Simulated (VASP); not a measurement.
Input of a VASP 6.6.1 run:

The input INCAR:

```
PREC     = Accurate       # precision mode
ENCUT    = 520            # plane-wave cutoff, eV
EDIFF    = 1E-6           # SCF threshold, eV
ISMEAR   = 0              # smearing method
SIGMA    = 0.1            # smearing width, eV
LREAL    = F              # projectors in reciprocal space
LASPH    = T              # aspherical terms in the spheres
NELM     = 80             # most SCF steps
ALGO     = Normal         # electronic algorithm
ISIF     = 2              # what is computed and relaxed
LWAVE    = F              # write WAVECAR
LCHARG   = F              # write CHGCAR
GGA      = PE             # functional
NBANDS   = 22             # bands
```

File KPOINTS:

```
Automatic mesh
0
Gamma
  6 6 6
```

The input POSCAR:

```
GaC4
1.0
    3.4801421682      0.0000000000      0.0000000000
    0.0000000000      3.4801421682      0.0000000000
    0.0000000000      0.0000000000      3.4801421682
Ga C
1 4
Direct
    0.0000000000      0.0000000000      0.0000000000
    0.0000000000      0.5000000000      0.5000000000
    0.5000000000      0.0000000000      0.5000000000
    0.5000000000      0.5000000000      0.0000000000
    0.5000000000      0.5000000000      0.5000000000
```

Potentials or basis: VASP PAW PBE potentials, release 64 (Ga_d, C).

Launch:

```sh
$ cat potpaw_PBE.64/Ga_d/POTCAR potpaw_PBE.64/C/POTCAR > POTCAR
$ mpirun -np 1 vasp_std > vasp.out
```

**Question.** What does it give for the pressure?

**Answer.** 0.2 GPa.
